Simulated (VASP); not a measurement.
A run of VASP 6.6.1 is set up as follows.

File INCAR:

```
ALGO = Normal
EDIFF = 1E-7
ENCUT = 520
GGA = PE
ISIF = 2
ISMEAR = 0
IVDW = 12
LASPH = T
LCHARG = F
LREAL = Auto
LWAVE = F
NBANDS = 52
NELECT = 74.0
NELM = 60
PREC = Accurate
SIGMA = 0.02
```

Contents of KPOINTS:

```
k-points
0
Gamma
  2 2 2
```

The input POSCAR:

```
CuSi16
1.0
    0.0000000000      5.4300000000      5.4300000000
    5.4300000000      0.0000000000      5.4300000000
    5.4300000000      5.4300000000      0.0000000000
Si Cu
16 1
Direct
   -0.0145031308     -0.0124694291     -0.0140267035
    0.1144867403      0.1040036832      0.1124296501
    0.0035098527      0.0091050645      0.4807759669
    0.1264997238      0.1265446593      0.6133715470
    0.0070348066      0.4752631676      0.0080261510
    0.1257497238      0.6129060773      0.1250219153
    0.0064036832      0.5003806630      0.4974898711
    0.1369470534      0.6173813076      0.6215656538
    0.4822797422      0.0080193370      0.0032591160
    0.6130998158      0.1270847145      0.1263813996
    0.4987483425      0.0076689687      0.4989643646
    0.6187701657      0.1413556169      0.6173696133
    0.4979209945      0.5009674033      0.0063324125
    0.6219363720      0.6165304788      0.1384406077
    0.5066582873      0.5140706262      0.5086947514
    0.6337905157      0.6336043278      0.6333350829
    0.8344831492      0.8308927256      0.8338056169
```

Potentials or basis: VASP PAW PBE potentials, release 64 (Si, Cu).

Launch:

```console
$ cat potpaw_PBE.64/Si/POTCAR potpaw_PBE.64/Cu/POTCAR > POTCAR
$ mpirun -np 1 vasp_std > vasp.out
```

Question: What does it give for the dispersion energy per atom?

Answer: -0.334 eV.

Question: Predict the largest force.

Answer: 0.095 eV/Å.

Forces in eV/Å, atoms in the order of the input:
```
Si  -0.002 -0.001  0.001
Si  -0.002  0.002 -0.004
Si  -0.007 -0.008 -0.001
Si  -0.001 -0.002  0.002
Si  -0.013  0.006 -0.010
Si  -0.003 -0.001 -0.005
Si   0.003 -0.004 -0.003
Si  -0.004 -0.001  0.001
Si   0.007 -0.015 -0.010
Si  -0.004 -0.002 -0.001
Si  -0.001 -0.004  0.000
Si  -0.002  0.001 -0.004
Si  -0.002 -0.003 -0.003
Si  -0.002 -0.002  0.001
Si  -0.010 -0.010 -0.007
Si  -0.009 -0.013 -0.012
Cu   0.052  0.058  0.055
```

Caveat: the k points lie up to 0.50 Å⁻¹ apart; the cell carries a net charge on a neutralising background, which shifts energy and pressure.
